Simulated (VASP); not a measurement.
# Si (a cell with a defect) in VASP: notebook, part 2 of 2

VASP 6.6.1. Earlier steps stand in the parts before.

**3. Relaxation of the atoms, PBE**

INCAR reads:

```
SYSTEM = Si
ALGO = Normal
EDIFF = 1E-7
EDIFFG = -0.05
ENCUT = 450
GGA = PE
GGA_COMPAT = .FALSE.
IBRION = 2
ISIF = 2
ISMEAR = -1
LASPH = .TRUE.
LCHARG = .FALSE.
LREAL = .FALSE.
LWAVE = .FALSE.
NELM = 120
NELMIN = 4
NSW = 60
PREC = Accurate
SIGMA = 0.1
```

KPOINTS reads:

```
k-points
0
G
  2 3 3
  0 0 0
```

POSCAR reads:

```
Si
1.0
   -4.8807300000      4.8807300000      3.9609900000
    3.2538200000     -3.2538200000      2.6406600000
    3.2538200000      3.2538200000     -2.6406600000
Si
11
Direct
    0.0000000000      0.0000000000      0.5000000000
    0.0000000000      0.5000000000      0.0000000000
    0.0000000000      0.5000000000      0.5000000000
    0.3333333333      0.0000000000      0.0000000000
    0.3333333333      0.0000000000      0.5000000000
    0.3333333333      0.5000000000      0.0000000000
    0.3333333333      0.5000000000      0.5000000000
    0.6666666667      0.0000000000      0.0000000000
    0.6666666667      0.0000000000      0.5000000000
    0.6666666667      0.5000000000      0.0000000000
    0.6666666667      0.5000000000      0.5000000000
```

Potentials or basis: VASP PAW PBE potentials, release 64 (Si).

The run is started by

```bash
$ cat potpaw_PBE.64/Si/POTCAR > POTCAR
$ mpirun -np 1 vasp_std > vasp.out
```

OUTCAR:

```text
SYSTEM = Si
   EDIFF = 1E-7
   EDIFFG = -0.05
   ENCUT = 450
   GGA = PE
   IBRION = 2
   ISIF = 2
   ISMEAR = -1
   LASPH = .TRUE.
   LREAL = .FALSE.
   NELM = 120
   NELMIN = 4
   NSW = 60
   PREC = Accurate

 ion  position               nearest neighbor table
   1  0.000  0.000  0.500-   7 2.64  11 2.64   9 2.65   5 2.65   6 2.65  10 2.65   3 2.65   3 2.65

   2  0.000  0.500  0.000-   4 2.64   8 2.64  10 2.65   6 2.65   5 2.65   9 2.65   3 2.65   3 2.65

   3  0.000  0.500  0.500-   5 2.64   9 2.64  11 2.65   7 2.65   4 2.65   8 2.65   2 2.65   1 2.65
                             1 2.65   2 2.65
   4  0.333  0.000  0.000-   2 2.64  10 2.64   3 2.65   5 2.65   6 2.65   6 2.65   5 2.65  11 2.65
                             8 2.65
   5  0.333  0.000  0.500-   3 2.64  11 2.64   1 2.65   2 2.65   4 2.65   7 2.65   7 2.65   4 2.65
                            10 2.65   9 2.65
   6  0.333  0.500  0.000-   8 2.64   2 2.65   1 2.65   4 2.65   7 2.65   4 2.65   7 2.65   9 2.65
                            10 2.65
   7  0.333  0.500  0.500-   1 2.64   9 2.64   3 2.65   5 2.65   6 2.65   6 2.65   5 2.65   8 2.65
                            11 2.65
   8  0.667  0.000  0.000-   2 2.64   6 2.64   3 2.65  10 2.65   9 2.65   9 2.65  10 2.65   7 2.65
                             4 2.65
   9  0.667  0.000  0.500-   3 2.64   7 2.64   1 2.65   2 2.65  11 2.65   8 2.65   8 2.65  11 2.65
                             6 2.65   5 2.65
  10  0.667  0.500  0.000-   4 2.64   2 2.65   1 2.65  11 2.65  11 2.65   8 2.65   8 2.65   5 2.65
                             6 2.65
  11  0.667  0.500  0.500-   1 2.64   5 2.64   3 2.65  10 2.65  10 2.65   9 2.65   9 2.65   4 2.65
                             7 2.65

  LATTYP: Found a triclinic cell.
 ALAT       =     5.3054476173
 B/A-ratio  =     2.4406751173
 C/A-ratio  =     3.0034010962
 COS(alpha) =     0.0027854346
 COS(beta)  =     0.6276914111
 COS(gamma) =     0.7649767055

  Lattice vectors:

 A1 = (  -3.2538200000,  -3.2538200000,   2.6406600000)
 A2 = (  -1.6269100000,  -4.8807300000,  11.8829700000)
 A3 = ( -14.6421900000,  -4.8807300000,  -3.9609900000)

Analysis of symmetry for initial positions (statically):
=====================================================================
 Subroutine PRICEL returns:
 Original cell was already a primitive cell.

 Routine SETGRP: Setting up the symmetry group for a
 triclinic supercell.

 Subroutine GETGRP returns: Found  2 space group operations
 (whereof  2 operations were pure point group operations)
 out of a pool of  2 trial point group operations.

The static configuration has the point symmetry S_2 .

Analysis of symmetry for dynamics (positions and initial velocities):
=====================================================================
 Subroutine PRICEL returns:
 Original cell was already a primitive cell.

 Routine SETGRP: Setting up the symmetry group for a
 triclinic supercell.

 Subroutine GETGRP returns: Found  2 space group operations
 (whereof  2 operations were pure point group operations)
 out of a pool of  2 trial point group operations.

The dynamic configuration has the point symmetry S_2 .

 Subroutine INISYM returns: Found  2 space group operations
 (whereof  2 operations are pure point group operations),
 and found     1 'primitive' translations

----------------------------------------------------------------------------------------

                                     Primitive cell
[... 90 lines left out ...]
  0.500000  0.000000  0.333333      2.000000
 -0.000000  0.333333  0.333333      2.000000
  0.500000  0.333333  0.333333      2.000000
  0.000000 -0.333333  0.333333      2.000000
  0.500000 -0.333333  0.333333      2.000000
   k-points           NKPTS =     10   k-points in BZ     NKDIM =     10   number of bands    NBANDS=     28
   number of dos      NEDOS =    301   number of ions     NIONS =     11
   total plane-waves  NPLWV =  89600
   dimension x,y,z NGX =    56 NGY =   40 NGZ =   40
   dimension x,y,z NGXF=   112 NGYF=   80 NGZF=   80
   ions per type =              11
   NGX,Y,Z   is equivalent  to a cutoff of  11.70, 12.53, 12.53 a.u.
   NGXF,Y,Z  is equivalent  to a cutoff of  23.40, 25.07, 25.07 a.u.
 SYSTEM =  Si
   PREC   = accura    normal or accurate (medium, high low for compatibility)
   ISTART =      0    job   : 0-new  1-cont  2-samecut
   ICHARG =      2    charge: 1-file 2-atom 10-const
   ISPIN  =      1    spin polarized calculation?
   LNONCOLLINEAR =      F non collinear calculations
   LSORBIT =      F    spin-orbit coupling
   LASPH  =      T    aspherical Exc in radial PAW
   ENCUT  =  450.0 eV  33.07 Ry    5.75 a.u.  13.76  9.18  9.18*2*pi/ulx,y,z
   NELM   =    120;   NELMIN=  4; NELMDL= -5     # of ELM steps
   EDIFF  = 0.1E-06   stopping-criterion for ELM
   LREAL  =      F    real-space projection
   EDIFFG = -.5E-01   stopping-criterion for IOM
   NSW    =     60    number of steps for IOM
   IBRION =      2    ionic relax: 0-MD 1-quasi-New 2-CG
   NFREE  =      1    steps in history (QN), initial steepest desc. (CG)
   ISIF   =      2    stress and relaxation
   ISYM   =      2    0-nonsym 1-usesym 2-fastsym
   POTIM  = 0.5000    time-step for ionic-motion
   TEBEG  =    0.0;   TEEND  =   0.0 temperature during run
   PSTRESS=    0.0 pullay stress
   NELECT =      44.0000    total number of electrons
   NUPDOWN=      -1.0000    fix difference up-down
   EMIN   =  10.00;   EMAX   =-10.00  energy-range for DOS
   EFERMI =   0.00;   METHOD = LEGACY
   ISMEAR =    -1;   SIGMA  =   0.10  broadening in eV -4-tet -1-fermi 0-gaus
   EFERMI_NEDOS =   21; number of points for ismear=-14 and -15
   IALGO  =     38    algorithm
   IMIX   =      4    mixing-type and parameters
     AMIX     =   0.40;   BMIX     =  1.00
     AMIX_MAG =   1.60;   BMIX_MAG =  1.00
  volume/ion in A,a.u.               =      15.25       102.91
  Fermi-wavevector in a.u.,A,eV,Ry     =   1.047954  1.980345 14.942015  1.098207
  Thomas-Fermi vector in A             =   2.182855
   LORBIT       =      0    0 simple, 1 ext, 2 COOP (PROOUT), +10 PAW based schemes
   GGA     = PE    functional components
   LHFCALC =     F    Hartree Fock is set to
   AEXX    =    0.0000 exact exchange contribution
   IVDW    =     0    specifies the selected vdW correction
   LEPSILON=     F    determine dielectric tensor
   LRPA    =     F    only Hartree local field effects (RPA)
 conjugate gradient relaxation of ions
 non-spin polarized calculation
  energy-cutoff  :      450.00
  volume of cell :      167.75
 maximum number of plane-waves:      3655
 NGX is ok and might be reduce to    56
   NGX = 27   NGY = 19   NGZ = 19

--------------------------------------- Ionic step        1  -------------------------------------------

 number of electron      43.9999997 magnetization

 Free energy of the ion-electron system (eV)
  ---------------------------------------------------
  ext. energy  EPLUGINS =         0.00000000
  ---------------------------------------------------
  free energy    TOTEN  =       -53.41676937 eV

  energy without entropy =      -53.18766795  energy(sigma->0) =      -53.30221866

------------------------ aborting loop because EDIFF is reached ----------------------------------------

  FORCE on cell =-STRESS in cart. coord.  units (eV):
  Direction    XX          YY          ZZ          XY          YZ          ZX
  --------------------------------------------------------------------------------------
  -------------------------------------------------------------------------------------
  Total       -2.0053073      3.1369272     -3.4262120      0.4882233     -0.1945949      1.3441234
  in kB      -19.1531727     29.9615472    -32.7245759      4.6631384     -1.8586232     12.8380460
  external PRESSURE =      -7.3054005 kB  Pullay stress =       0.0000000 kB
[... 116 lines left out ...]
  FREE ENERGIE OF THE ION-ELECTRON SYSTEM (eV)
  ---------------------------------------------------
  free  energy   TOTEN  =       -53.7072379352 eV

  energy  without entropy=      -53.4991614412  energy(sigma->0) =      -53.60319969

[... ionic steps 4 to 40 ...]

--------------------------------------- Ionic step       41  -------------------------------------------

 number of electron      43.9999999 magnetization

------------------------ aborting loop because EDIFF is reached ----------------------------------------
[... 85 lines left out ...]
--------------------------------------- Ionic step       43  -------------------------------------------

 number of electron      44.0000000 magnetization

 Free energy of the ion-electron system (eV)
  ---------------------------------------------------
  ext. energy  EPLUGINS =         0.00000000
  ---------------------------------------------------
  free energy    TOTEN  =       -54.74368970 eV

  energy without entropy =      -54.61808974  energy(sigma->0) =      -54.68088972

 E-fermi :   9.3425     XC(G=0): -10.8631

 val. band max:        9.3297628788   @ k =   0.5000   0.3333   0.3333
 cond. band min:       9.4918338656   @ k =   0.0000   0.0000   0.0000
 fundamental gap:      0.1620709867
 Fermi energy:         9.3425225701

 k-point     1 :       0.0000    0.0000    0.0000
  band No.  band energies     occupation
      1      -4.8228      2.00000
      2      -1.2144      2.00000
      3      -1.1457      2.00000
      4       0.4229      2.00000
      5       0.4805      2.00000
      6       1.0205      2.00000
[... 337 lines left out ...]
  FREE ENERGIE OF THE ION-ELECTRON SYSTEM (eV)
  ---------------------------------------------------
  free  energy   TOTEN  =       -54.7436897022 eV

  energy  without entropy=      -54.6180897405  energy(sigma->0) =      -54.68088972

 reached required accuracy - stopping structural energy minimisation
```

Run time: 11 min. Hardware: 1 thread of AMD EPYC 9R45 (Zen 5), shared host; peak memory 0.24 GiB.

Results:

```
Free energy                  : -54.7437 eV
Energy gained by relaxing    : 120.6 meV/atom
Ionic steps                  : 43
Pressure after relaxing      : 5.7 GPa
Largest force after relaxing : 0.042 eV/Å
Band gap on the k mesh       : zero (bands 22 and 23 overlap by 1.07 eV)
```

Forces on the atoms (eV/Å):
```
Si   0.000  0.000  0.000
Si   0.000  0.000  0.000
Si   0.000  0.000  0.000
Si   0.029  0.007  0.010
Si  -0.038  0.013  0.008
Si   0.021  0.002 -0.002
Si  -0.037  0.009  0.018
Si  -0.029 -0.007 -0.010
Si   0.038 -0.013 -0.008
Si  -0.021 -0.002  0.002
Si   0.037 -0.009 -0.018
```

The path:
```csv
step,energy change (eV),largest force (eV/Å),pressure (GPa)
1,0.0000,0.7837,-0.73
3,-0.2905,0.5822,-0.85
5,-0.3521,0.5713,-0.24
7,-0.4521,0.7245,0.47
9,-0.6399,0.5499,1.97
11,-0.6901,0.2293,2.22
13,-0.7358,0.1974,2.20
15,-0.7602,0.3518,2.25
17,-0.7766,0.2615,2.40
19,-0.8170,0.2786,2.97
21,-0.8324,0.4700,3.60
23,-0.8704,0.3279,4.11
25,-0.8853,0.4504,4.63
27,-0.9706,0.5367,5.14
29,-1.0910,0.5988,5.35
31,-1.1688,0.4851,5.13
33,-1.2579,0.2489,5.21
35,-1.2984,0.2650,5.41
37,-1.3199,0.1112,5.59
39,-1.3230,0.0734,5.62
41,-1.3253,0.0509,5.66
43,-1.3269,0.0424,5.68
```

Final structure:
```yaml
crystal:
  lattice:
    - [-4.88073, 4.88073, 3.96099]
    - [3.25382, -3.25382, 2.64066]
    - [3.25382, 3.25382, -2.64066]
  atoms:
    - { symbol: Si, position: [0.00000, 0.00000, 0.50000] }
    - { symbol: Si, position: [0.00000, 0.50000, 0.00000] }
    - { symbol: Si, position: [0.00000, 0.50000, 0.50000] }
    - { symbol: Si, position: [0.47556, 0.19279, 0.97320] }
    - { symbol: Si, position: [0.33049, 0.00536, 0.45444] }
    - { symbol: Si, position: [0.21509, 0.29494, 0.00644] }
    - { symbol: Si, position: [0.32292, 0.47950, 0.51029] }
    - { symbol: Si, position: [0.52444, 0.80721, 0.02680] }
    - { symbol: Si, position: [0.66951, 0.99464, 0.54556] }
    - { symbol: Si, position: [0.78491, 0.70506, 0.99356] }
    - { symbol: Si, position: [0.67708, 0.52050, 0.48971] }
```

Caveat: the k points lie up to 0.51 Å⁻¹ apart, too coarse for converged energies and pressures of a metal; the relaxation stopped at a loose force limit of 0.05 eV/Å, so its end isn't a converged minimum.

The gap in the log of VASP goes by the Fermi energy; the results here count the filled bands.